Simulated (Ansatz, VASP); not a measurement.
# Sn3GeSe: VASP beside Ansatz

```xyz
5
Lattice="3.3087 1.9103 4.4332 -3.3087 1.9103 4.4332 0.0000 -3.8206 4.4332" Properties=species:S:1:pos:R:3 pbc="T T T"
Sn   -1.5449    0.8920    8.5663
Sn    0.0000   -1.7839    8.5663
Sn    1.5449    0.8920    8.5663
Ge    0.0000    0.0000    2.1932
Se    0.0000    0.0000    6.1819
```

Change from the starting cell: species swapped into the CsGeI3 type (R3m, No. 160).

Alike in both runs: task relaxation of cell and atoms; functional PBE; k mesh 6 × 6 × 6; occupations gaussian, width 0.01 eV; no spin polarisation.

|  | VASP | Ansatz |
| --- | --- | --- |
| version | VASP 6.6.1 | Ansatz 0.2.0 |
| potentials or method | VASP PAW PBE potentials, release 64 (Sn_d, Ge_d, Se), cutoff 600 eV | scalar-relativistic, plane waves, PAW |
| valence electrons in the cell | 62 | 72 |

Ansatz gave:

| Property | Result |
| --- | --- |
| gap on the k mesh at the Fermi level, each at its own relaxed structure (eV) | none |
| relaxed volume (Å³/atom) | 34.24 |
| relaxed length of the cell vector where the two differ most in proportion (Å) | 5.966 |

Problem. What did VASP give for the same quantities?

Solution. gap on the k mesh at the Fermi level, each at its own relaxed structure (eV): none; relaxed volume (Å³/atom): 34.27; relaxed length of the cell vector where the two differ most in proportion (Å): 5.967.

A gap of «none» marks a metal or a gap that the smearing closes. VASP's potentials hold 62 valence electrons a cell and Ansatz's 72, so a difference there can come from the potentials and not from the codes.
